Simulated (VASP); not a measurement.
Write the native input for VASP 6.6.1 that does the following.

| Item | Value |
| --- | --- |
| Task | single point |
| Functional | PBE |
| Potentials or basis | VASP PAW PBE potentials, release 64 (Si, C) |
| Cutoff | 520 eV |
| k mesh | 10 × 10 × 10 |
| Occupations | gaussian, width 0.02 eV |
| Spin | no spin polarisation |
| Dipole correction | no |
| Further INCAR settings | ALGO = Normal; EDIFF = 1e-06; NBANDS = 11 |

The structure of SiC (Moissanite 3C) lies in POSCAR:

```
SiC
1.0
    0.0000000000      2.1451638705      2.1451638705
    2.1451638705      0.0000000000      2.1451638705
    2.1451638705      2.1451638705      0.0000000000
Si C
1 1
Direct
    0.0000000000      0.0000000000      0.0000000000
    0.2500000000      0.2500000000      0.2500000000
```

This cell differs from its parent crystal: volume scaled by 0.94.

These files were run (other wordings do the same):

INCAR

```
ALGO     = Normal         # electronic algorithm
EDIFF    = 1E-6           # SCF threshold, eV
ENCUT    = 520            # plane-wave cutoff, eV
GGA      = PE             # functional
ISIF     = 2              # what is computed and relaxed
ISMEAR   = 0              # smearing method
LASPH    = T              # aspherical terms in the spheres
LCHARG   = F              # write CHGCAR
LREAL    = F              # projectors in reciprocal space
LWAVE    = F              # write WAVECAR
NBANDS   = 11             # bands
NELM     = 80             # most SCF steps
PREC     = Accurate       # precision mode
SIGMA    = 0.02           # smearing width, eV
```

KPOINTS

```
k-points
0
Gamma
  10 10 10
```

Potentials or basis: VASP PAW PBE potentials, release 64 (Si, C).

Command:

```sh
$ cat potpaw_PBE.64/Si/POTCAR potpaw_PBE.64/C/POTCAR > POTCAR
$ mpirun -np 1 vasp_std > vasp.out
```

Results of the run:

| Property | Result |
| --- | --- |
| Pressure | 14.8 GPa |
| Band gap on the k mesh | 1.31 eV, indirect (least direct gap 4.59 eV) |

Wall time 14 s on 1 thread of AMD EPYC 7R43 64-Core Processor (Zen 3), on a shared host, peak memory 0.1 GiB.
